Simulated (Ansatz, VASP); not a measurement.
# BeS in VASP and in Ansatz

The input INCAR:

```
PREC     = Accurate       # precision mode
ENCUT    = 520            # plane-wave cutoff, eV
EDIFF    = 1E-7           # SCF threshold, eV
ISMEAR   = -1             # smearing method
SIGMA    = 0.02           # smearing width, eV
LREAL    = False          # projectors in reciprocal space
LASPH    = True           # aspherical terms in the spheres
NELM     = 60             # most SCF steps
ALGO     = Normal         # electronic algorithm
ISIF     = 2              # what is computed and relaxed
LWAVE    = False          # write WAVECAR
LCHARG   = True           # write CHGCAR
GGA      = PE             # functional
LELF     = True           # ELF
LVHAR    = True         
NBANDS   = 11             # bands
```

KPOINTS

```
Automatic mesh
0
Gamma
  10 10 10
```

Contents of POSCAR:

```
BeS
1.0
    0.0000000000      2.4343066371      2.4343066371
    2.4343066371      0.0000000000      2.4343066371
    2.4343066371      2.4343066371      0.0000000000
Be S
1 1
Direct
    0.0000000000      0.0000000000      0.0000000000
    0.2500000000      0.2500000000      0.2500000000
```

Input for Ansatz:

```yaml
crystal:
  lattice:
    - [0.0, 2.4343066371, 2.4343066371]
    - [2.4343066371, 0.0, 2.4343066371]
    - [2.4343066371, 2.4343066371, 0.0]
  atoms:
    - { symbol: Be, position: [0.0, 0.0, 0.0] }
    - { symbol: S, position: [0.25, 0.25, 0.25] }
kpoints:
  mp_grid: { grid: [10, 10, 10] }
  band_path:
    path:
      - [[0.0, 0.0, 0.0], [-0.5, -0.5, -2.721096653109e-34], [-0.375, -0.375, 0.25]]
      - [[-0.375, 2.135418584725e-17, 0.375], [0.0, 0.0, 0.0], [-1.017378993198e-19, -1.017378993198e-19, 0.5], [-0.5, -0.25, 0.25], [-0.5, -0.5, -2.721096653109e-34]]
    npoints: 10
hamiltonian:
  xc: pbe
scf:
  occupations: { method: fermi_dirac, width: 0.02 }
  n_extra_bands: 4
output:
  forces: true
  stress: true
  eigenvalues: true
  write_density: true
  write_potential: true
  elf: true
  volumetric_format: npy
```

Alike in both runs: task single point; functional PBE; k mesh 10 × 10 × 10; occupations fermi-dirac, width 0.02 eV; no spin polarisation.

|  | VASP | Ansatz |
| --- | --- | --- |
| version | VASP 6.6.1 | Ansatz 0.2.0 |
| potentials or method | VASP PAW PBE potentials, release 64 (Be, S) | plane waves, PAW |
| plane-wave cutoff (eV) | 520 | 420 |
| valence electrons in the cell | 8 | 8 |

```csv
,VASP,Ansatz,Ansatz less VASP
gap on the k mesh at the Fermi level (eV),3.14,3.14,-0.001
pressure (GPa),0.4,0.4,-0.01
```

The functional is the same, so the differences come from potentials, cutoffs and numerics.
